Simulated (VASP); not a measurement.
# SnO2 in VASP: a series of runs

SnO2 is run at these levels: PBE; tasks: single point.

Program: VASP 6.6.1. These are calculated values, not measurements. Logs are shortened: lines on timing, memory, paths and dates and some standing lists are left out, and cuts for length are marked.

## Step 1: The cell of the first run

The structure is orthorhombic, space group Pmn2_1 (No. 31). The conventional cell has a = 3.238 Å, b = 4.828 Å, c = 4.828 Å, α = 90.00°, β = 90.00°, γ = 90.00°. Within 2.7 Å of Sn (site symmetry m) lie 6 O at 2.07 to 2.12 Å. Within 2.7 Å of O (site symmetry m) lie 3 Sn at 2.07 to 2.11 Å and 1 O at 2.64 Å. Within 3.1 Å of O (site symmetry m) lie 3 Sn at 2.08 to 2.12 Å and 9 O at 2.64 to 3.08 Å.

## Step 2: Single point, PBE (atoms displaced along several vibrational modes)

INCAR reads:

```
ALGO = Normal
EDIFF = 1E-7
ENCUT = 520
GGA = PE
ISIF = 2
ISMEAR = 0
LASPH = T
LCHARG = F
LREAL = F
LWAVE = F
NBANDS = 35
NELM = 80
PREC = Accurate
SIGMA = 0.05
```

KPOINTS reads:

```
k-points
0
Gamma
  6 6 8
```

POSCAR reads:

```
SnO2
1.0
    4.8277932898      0.0000000000      0.0000000000
    0.0000000000      4.8278069739      0.0000000000
    0.0000000000      0.0000000000      3.2379014683
Sn O
2 4
Direct
    0.4960558874      0.4949176847      0.5000000000
    0.0039507310     -0.0050874579      0.0000000000
    0.2908164149      0.3255050921      0.0000000000
    0.8223039140      0.2122239463      0.5000000000
    0.2091590312      0.8254846157      0.5000000000
    0.6776715321      0.7122444227      0.0000000000
```

Potentials or basis: VASP PAW PBE potentials, release 64 (Sn_d, O).

Launch:

```bash
> cat potpaw_PBE.64/Sn_d/POTCAR potpaw_PBE.64/O/POTCAR > POTCAR
> mpirun -np 1 vasp_std > vasp.out
```

OUTCAR:

```text
EDIFF = 1E-7
   ENCUT = 520
   GGA = PE
   ISIF = 2
   ISMEAR = 0
   LASPH = T
   LREAL = F
   NELM = 80
   PREC = Accurate

 ion  position               nearest neighbor table
   1  0.496  0.495  0.500-   3 2.07   3 2.07   4 2.08   5 2.11   6 2.12   6 2.12   2 3.75   2 3.75
                             2 3.75   2 3.75
   2  0.004  0.995  0.000-   5 2.07   5 2.07   6 2.08   3 2.11   4 2.12   4 2.12   1 3.75   1 3.75
                             1 3.75   1 3.75
   3  0.291  0.326  0.000-   1 2.07   1 2.07   2 2.11
   4  0.822  0.212  0.500-   1 2.08   2 2.12   2 2.12
   5  0.209  0.825  0.500-   2 2.07   2 2.07   1 2.11
   6  0.678  0.712  0.000-   2 2.08   1 2.12   1 2.12

  LATTYP: Found a simple tetragonal cell.
 ALAT       =     4.8277932898
 C/A-ratio  =     0.6706793920

  Lattice vectors:

 A1 = (   4.8277932898,   0.0000000000,   0.0000000000)
 A2 = (   0.0000000000,   4.8278069739,   0.0000000000)
 A3 = (   0.0000000000,   0.0000000000,   3.2379014683)

Analysis of symmetry for initial positions (statically):
=====================================================================
 Subroutine PRICEL returns:
 Original cell was already a primitive cell.

 Routine SETGRP: Setting up the symmetry group for a
 simple tetragonal supercell.

 Subroutine GETGRP returns: Found  2 space group operations
 (whereof  2 operations were pure point group operations)
 out of a pool of 16 trial point group operations.

The static configuration has the point symmetry C_1h.

Analysis of symmetry for dynamics (positions and initial velocities):
=====================================================================
 Subroutine PRICEL returns:
 Original cell was already a primitive cell.

 Routine SETGRP: Setting up the symmetry group for a
 simple tetragonal supercell.

 Subroutine GETGRP returns: Found  2 space group operations
 (whereof  2 operations were pure point group operations)
 out of a pool of 16 trial point group operations.

The dynamic configuration has the point symmetry C_1h.

 Subroutine INISYM returns: Found  2 space group operations
 (whereof  2 operations are pure point group operations),
 and found     1 'primitive' translations

----------------------------------------------------------------------------------------

                                     Primitive cell

  volume of cell :      75.4679

  direct lattice vectors                    reciprocal lattice vectors
[... 97 lines left out ...]
   EDIFFG = 0.1E-05   stopping-criterion for IOM
   NSW    =      0    number of steps for IOM
   IBRION =     -1    ionic relax: 0-MD 1-quasi-New 2-CG
   NFREE  =      0    steps in history (QN), initial steepest desc. (CG)
   ISIF   =      2    stress and relaxation
   ISYM   =      2    0-nonsym 1-usesym 2-fastsym
   POTIM  = 0.5000    time-step for ionic-motion
   TEBEG  =    0.0;   TEEND  =   0.0 temperature during run
   PSTRESS=    0.0 pullay stress
   NELECT =      52.0000    total number of electrons
   NUPDOWN=      -1.0000    fix difference up-down
   EMIN   =  10.00;   EMAX   =-10.00  energy-range for DOS
   EFERMI =   0.00;   METHOD = LEGACY
   ISMEAR =     0;   SIGMA  =   0.05  broadening in eV -4-tet -1-fermi 0-gaus
   EFERMI_NEDOS =   21; number of points for ismear=-14 and -15
   IALGO  =     38    algorithm
   IMIX   =      4    mixing-type and parameters
     AMIX     =   0.40;   BMIX     =  1.00
     AMIX_MAG =   1.60;   BMIX_MAG =  1.00
  volume/ion in A,a.u.               =      12.58        84.88
  Fermi-wavevector in a.u.,A,eV,Ry     =   1.445956  2.732461 28.446926  2.090790
  Thomas-Fermi vector in A             =   2.564080
   LORBIT       =      0    0 simple, 1 ext, 2 COOP (PROOUT), +10 PAW based schemes
   GGA     = PE    functional components
   LHFCALC =     F    Hartree Fock is set to
   AEXX    =    0.0000 exact exchange contribution
   IVDW    =     0    specifies the selected vdW correction
   LEPSILON=     F    determine dielectric tensor
   LRPA    =     F    only Hartree local field effects (RPA)
 non-spin polarized calculation
 Gauss-broadening in eV      SIGMA  =   0.05
  energy-cutoff  :      520.00
  volume of cell :       75.47
 maximum number of plane-waves:      2068
   NGX = 17   NGY = 17   NGZ = 13

 number of electron      51.9999988 magnetization

 Free energy of the ion-electron system (eV)
  ---------------------------------------------------
  ext. energy  EPLUGINS =         0.00000000
  ---------------------------------------------------
  free energy    TOTEN  =       -37.21050510 eV

  energy without entropy =      -37.21050510  energy(sigma->0) =      -37.21050510

 E-fermi :   5.8046     XC(G=0): -10.9835

 val. band max:        5.5283151992   @ k =   0.0000   0.0000   0.0000
 cond. band min:       6.2239624550   @ k =   0.0000   0.0000   0.0000
 fundamental gap:      0.6956472558
 Fermi energy:         5.8046223691

 k-point     1 :       0.0000    0.0000    0.0000
  band No.  band energies     occupation
      1     -15.4818      2.00000
      2     -14.8434      2.00000
      3     -14.6481      2.00000
      4     -14.6180      2.00000
      5     -14.6169      2.00000
      6     -14.5495      2.00000
[... 901 lines left out ...]
     34      17.6341      0.00000
     35      17.7946      0.00000

 [... further k-points ...]

------------------------ aborting loop because EDIFF is reached ----------------------------------------

  FORCE on cell =-STRESS in cart. coord.  units (eV):
  Direction    XX          YY          ZZ          XY          YZ          ZX
  --------------------------------------------------------------------------------------
  -------------------------------------------------------------------------------------
  Total        0.2076908     -0.1463476      0.5276903     -0.0001603      0.0000000      0.0000000
  in kB        4.4092603     -3.1069471     11.2028229     -0.0034031      0.0000000      0.0000000
  external PRESSURE =       4.1683787 kB  Pullay stress =       0.0000000 kB

 VOLUME and BASIS-vectors are now :
 -----------------------------------------------------------------------------
  energy-cutoff  :      520.00
  volume of cell :       75.47
      direct lattice vectors                 reciprocal lattice vectors
     4.827793290  0.000000000  0.000000000     0.207133972  0.000000000  0.000000000
     0.000000000  4.827806974  0.000000000     0.000000000  0.207133385  0.000000000
     0.000000000  0.000000000  3.237901468     0.000000000  0.000000000  0.308842011

 POSITION                                       TOTAL-FORCE (eV/Angst)
 -----------------------------------------------------------------------------------
      2.39486      2.38937      1.61895         0.402653      0.512641      0.000000
      0.01907      4.80325      0.00000        -0.403388      0.513163      0.000000
      1.40400      1.57148      0.00000         0.175714     -0.265046      0.000000
      3.96991      1.02458      1.61895        -0.269415     -0.247893      0.000000
      1.00978      3.98528      1.61895        -0.175385     -0.264716      0.000000
      3.27166      3.43858      0.00000         0.269822     -0.248149      0.000000
 -----------------------------------------------------------------------------------
    total drift:                               -0.000005      0.001038     -0.000000

  FREE ENERGIE OF THE ION-ELECTRON SYSTEM (eV)
  ---------------------------------------------------
  free  energy   TOTEN  =       -37.2105050952 eV

  energy  without entropy=      -37.2105050952  energy(sigma->0) =      -37.21050510
```

OSZICAR:

```text
N       E                     dE             d eps       ncg     rms          rms(c)
DAV:   1     0.638262051424E+03    0.63826E+03   -0.25622E+04  7741   0.228E+03
DAV:   2     0.601126588742E+02   -0.57815E+03   -0.54609E+03  7512   0.611E+02
DAV:   3    -0.380865214461E+02   -0.98199E+02   -0.96177E+02  7636   0.208E+02
DAV:   4    -0.432131825613E+02   -0.51267E+01   -0.50877E+01  8883   0.516E+01
DAV:   5    -0.433451475031E+02   -0.13196E+00   -0.13178E+00  8678   0.880E+00    0.156E+01
DAV:   6    -0.371391193681E+02    0.62060E+01   -0.17746E+01 11166   0.653E+01    0.604E+00
DAV:   7    -0.372419830943E+02   -0.10286E+00   -0.20257E+00  8022   0.803E+00    0.317E+00
DAV:   8    -0.372178004406E+02    0.24183E-01   -0.19335E-01 10664   0.392E+00    0.749E-01
DAV:   9    -0.372095866307E+02    0.82138E-02   -0.35945E-02 11519   0.283E+00    0.128E-01
DAV:  10    -0.372103326566E+02   -0.74603E-03   -0.41636E-03  8203   0.503E-01    0.722E-02
DAV:  11    -0.372105053740E+02   -0.17272E-03   -0.24092E-04  9145   0.112E-01    0.152E-02
DAV:  12    -0.372105055058E+02   -0.13177E-06   -0.11202E-05  8698   0.272E-02    0.867E-03
DAV:  13    -0.372105055591E+02   -0.53332E-07   -0.28824E-06  8954   0.115E-02    0.282E-03
DAV:  14    -0.372105052230E+02    0.33610E-06   -0.45182E-07  8258   0.762E-03    0.730E-04
DAV:  15    -0.372105051173E+02    0.10574E-06   -0.87076E-08  4912   0.349E-03    0.595E-04
DAV:  16    -0.372105050952E+02    0.22051E-07   -0.53895E-08  4319   0.261E-03
   1 F= -.37210505E+02 E0= -.37210505E+02  d E =-.535062E-17
```

stdout:

```text
POSCAR found type information on POSCAR SnO
 POSCAR found :  2 types and       6 ions
 scaLAPACK will be used
 LDA part: xc-table for (Slater+PW92), standard interpolation
 POSCAR, INCAR and KPOINTS ok, starting setup
 FFT: planning ... GRIDC
 FFT: planning ... GRID_SOFT
 FFT: planning ... GRID
 WAVECAR not read
 entering main loop
```

Wall time 4.9 min (1 thread of Intel Xeon 8259CL, shared host); peak memory 0.32 GiB.

What came out:

* Free energy: -37.2105 eV
* Pressure: 0.4 GPa
* Largest force: 0.653 eV/Å
* Band gap on the k mesh: 0.70 eV

Forces on the atoms (eV/Å):
```
Sn   0.403  0.513  0.000
Sn  -0.403  0.513  0.000
O    0.176 -0.265  0.000
O   -0.269 -0.248  0.000
O   -0.175 -0.265  0.000
O    0.270 -0.248  0.000
```

Stress tensor (GPa, compression positive):
```
 0.44  0.00  0.00
 0.00 -0.31  0.00
 0.00  0.00  1.12
```

Caveat: the cell differs from its parent crystal (atoms displaced along several vibrational modes); semilocal functionals underestimate gaps, and a narrow one can read as zero; spin-orbit coupling is left out, which moves the levels of the heavy elements.

## Step 3: Single point, PBE (atoms displaced along several vibrational modes)

INCAR reads:

```
  ALGO = Normal
  EDIFF = 1E-6
  ENCUT = 520
  GGA = PE
  ISIF = 2
  ISMEAR = 0
  LASPH = T
  LCHARG = F
  LREAL = F
  LWAVE = F
  NBANDS = 35
  NELM = 60
  PREC = Accurate
  SIGMA = 0.05
```

KPOINTS is that of step 2.

POSCAR reads:

```
SnO2
1.0
    4.8277932898      0.0000000000      0.0000000000
    0.0000000000      4.8278069739      0.0000000000
    0.0000000000      0.0000000000      3.2379014683
Sn O
2 4
Direct
    0.5059145075      0.5076213321      0.5000000000
   -0.0059244324      0.0076290438      0.0000000000
    0.3548076108      0.2537214647      0.0000000000
    0.8075896257      0.1897008703      0.5000000000
    0.1452292097      0.7537521707      0.5000000000
    0.6924471948      0.6896701643      0.0000000000
```

Potentials or basis: VASP PAW PBE potentials, release 64 (Sn_d, O).

Launch:

```bash
> cat potpaw_PBE.64/Sn_d/POTCAR potpaw_PBE.64/O/POTCAR > POTCAR
> mpirun -np 1 vasp_std > vasp.out
```

It took 87 s on 1 thread of Intel Xeon 6975P-C (Granite Rapids), shared host; peak memory 0.32 GiB.

The run converged. Its results:

* Free energy: -36.9875 eV
* Pressure: -0.5 GPa
* Largest force: 1.183 eV/Å
* Band gap on the k mesh: 0.95 eV (least direct gap 1.00 eV)

Forces in eV/Å, atoms in the order of the input:
```
Sn  -0.830 -0.842  0.000
Sn   0.832 -0.842  0.000
O   -0.689  0.558  0.000
O    0.284  0.284  0.000
O    0.689  0.557  0.000
O   -0.284  0.284  0.000
```

Stress tensor (GPa, compression positive):
```
 0.07  0.00  0.00
 0.00 -2.83  0.00
 0.00  0.00  1.19
```

Levels at points of the mesh, in eV from the valence-band top:
| k point | band 22 | band 23 | band 24 | band 25 | band 26 | band 27 | band 28 | band 29 | band 30 | band 31 |
| --- | --- | --- | --- | --- | --- | --- | --- | --- | --- | --- |
| (0.00, 0.00, 0.00) | -1.01 | -0.86 | -0.66 | -0.38 | -0.05 | 0.95 | 5.06 | 6.36 | 6.80 | 10.07 |
| (0.50, 0.00, 0.00) | -1.71 | -1.24 | -0.70 | -0.59 | -0.51 | 4.01 | 4.12 | 7.19 | 7.43 | 9.39 |
| (0.00, 0.50, 0.00) | -1.61 | -0.89 | -0.89 | -0.18 | -0.18 | 3.74 | 3.74 | 6.54 | 6.54 | 10.44 |
| (0.50, 0.50, 0.00) | -1.71 | -1.04 | -1.04 | -0.65 | -0.65 | 4.33 | 4.33 | 7.17 | 7.17 | 10.31 |
| (0.00, 0.00, 0.50) | -2.38 | -1.42 | -1.42 | -0.84 | -0.84 | 5.49 | 5.49 | 9.06 | 9.06 | 9.92 |
| (0.50, 0.00, 0.50) | -1.32 | -0.88 | -0.88 | -0.44 | -0.44 | 5.58 | 5.58 | 7.41 | 7.41 | 10.09 |
| (0.00, 0.50, 0.50) | -1.67 | -0.93 | -0.93 | -0.50 | -0.50 | 5.73 | 5.73 | 7.92 | 7.92 | 10.22 |
| (0.50, 0.50, 0.50) | -2.11 | -0.81 | -0.81 | -0.46 | -0.46 | 4.33 | 4.33 | 8.54 | 8.54 | 10.39 |

Caveat: the cell differs from its parent crystal (atoms displaced along several vibrational modes); spin-orbit coupling is left out, which moves the levels of the heavy elements; forces of over 1 eV/Å act on the atoms, so gaps and moduli don't describe the material at rest.

## Step 4: Single point, PBE (atoms displaced along several vibrational modes)

INCAR reads:

```
SYSTEM = SnO2
ALGO = Normal ; EDIFF = 1E-6
ENCUT = 520 ; GGA = PE
ISIF = 2 ; ISMEAR = 0
LASPH = .True. ; LCHARG = .False.
LREAL = .False. ; LWAVE = .False.
NBANDS = 35 ; NELM = 60
PREC = Accurate ; SIGMA = 0.05
```

KPOINTS reads:

```
k-points
0
Gamma
  6 6 8
  0 0 0
```

POSCAR reads:

```
SnO2
1.0
    4.8277932898      0.0000000000      0.0000000000
    0.0000000000      4.8278069739      0.0000000000
    0.0000000000      0.0000000000      3.2379014683
Sn O
2 4
Direct
    0.4960558874      0.4949176847      0.5000000000
    0.0039507310     -0.0050874579      0.0000000000
    0.2785125316      0.3378074343      0.0000000000
    0.8100000307      0.1999216040      0.5000000000
    0.2214629145      0.8377869579      0.5000000000
    0.6899754155      0.6999420804      0.0000000000
```

Launch:

```bash
> cat potpaw_PBE.64/Sn_d/POTCAR potpaw_PBE.64/O/POTCAR > POTCAR
> mpirun -np 1 vasp_std > vasp.out
```

Wall time 86 s (1 thread of Intel Xeon 6975P-C (Granite Rapids), shared host); peak memory 0.32 GiB.

The run converged. Its results:

| Item | Value |
| --- | --- |
| Free energy | -37.2083 eV |
| Pressure | 0.1 GPa |
| Largest force | 0.585 eV/Å |
| Band gap on the k mesh | 0.75 eV |

Forces in eV/Å, atoms in the order of the input:
```
Sn   0.306  0.497  0.000
Sn  -0.307  0.498  0.000
O    0.221 -0.285  0.000
O   -0.170 -0.213  0.000
O   -0.221 -0.285  0.000
O    0.171 -0.213  0.000
```

Stress tensor (GPa, compression positive):
```
-0.28  0.00  0.00
 0.00 -0.16  0.00
 0.00  0.00  0.65
```

Levels at points of the mesh, in eV from the valence-band top:
| k point | band 22 | band 23 | band 24 | band 25 | band 26 | band 27 | band 28 | band 29 | band 30 | band 31 |
| --- | --- | --- | --- | --- | --- | --- | --- | --- | --- | --- |
| (0.00, 0.00, 0.00) | -1.20 | -1.15 | -0.69 | -0.67 | 0.00 | 0.75 | 5.36 | 6.10 | 6.46 | 9.98 |
| (0.50, 0.00, 0.00) | -1.75 | -1.27 | -1.01 | -0.49 | -0.49 | 3.76 | 3.86 | 6.62 | 6.67 | 9.82 |
| (0.00, 0.50, 0.00) | -1.95 | -1.12 | -1.12 | -0.58 | -0.58 | 3.93 | 3.93 | 7.03 | 7.03 | 10.23 |
| (0.50, 0.50, 0.00) | -1.82 | -1.25 | -1.25 | -0.79 | -0.79 | 4.25 | 4.25 | 7.16 | 7.16 | 10.40 |
| (0.00, 0.00, 0.50) | -2.52 | -1.49 | -1.49 | -1.09 | -1.09 | 5.52 | 5.52 | 9.16 | 9.16 | 10.07 |
| (0.50, 0.00, 0.50) | -1.75 | -0.91 | -0.91 | -0.72 | -0.72 | 5.77 | 5.77 | 7.67 | 7.67 | 10.25 |
| (0.00, 0.50, 0.50) | -1.50 | -1.06 | -1.06 | -0.62 | -0.62 | 5.71 | 5.71 | 7.56 | 7.56 | 10.69 |
| (0.50, 0.50, 0.50) | -2.33 | -0.92 | -0.92 | -0.66 | -0.66 | 4.34 | 4.34 | 8.53 | 8.53 | 10.37 |

Caveat: the cell differs from its parent crystal (atoms displaced along several vibrational modes); semilocal functionals underestimate gaps, and a narrow one can read as zero; spin-orbit coupling is left out, which moves the levels of the heavy elements.

## Step 5: Summary

| cell | gap on the mesh (eV) | pressure (GPa) | largest force (eV/Å) |
| --- | --- | --- | --- |
| as given, atomic positions A | 0.70 | 0.4 | 0.65 |
| as given, atomic positions B | 0.95 | -0.5 | 1.18 |
| as given, atomic positions C | 0.75 | 0.1 | 0.58 |

Alike in all rows: task single point; level PBE; potentials or basis VASP PAW PBE potentials, release 64 (Sn_d, O); no spin polarisation; k mesh 6 × 6 × 8; cutoff (eV) 520; smearing gaussian 0.05 eV.

Caveats: spin-orbit coupling is left out, which moves the levels of the heavy elements; semilocal functionals underestimate gaps, and a narrow one can read as zero (at least some runs); forces of over 1 eV/Å act on the atoms, so gaps and moduli don't describe the material at rest (at least some runs).

Absolute energies hang on the potentials; compare differences alone.
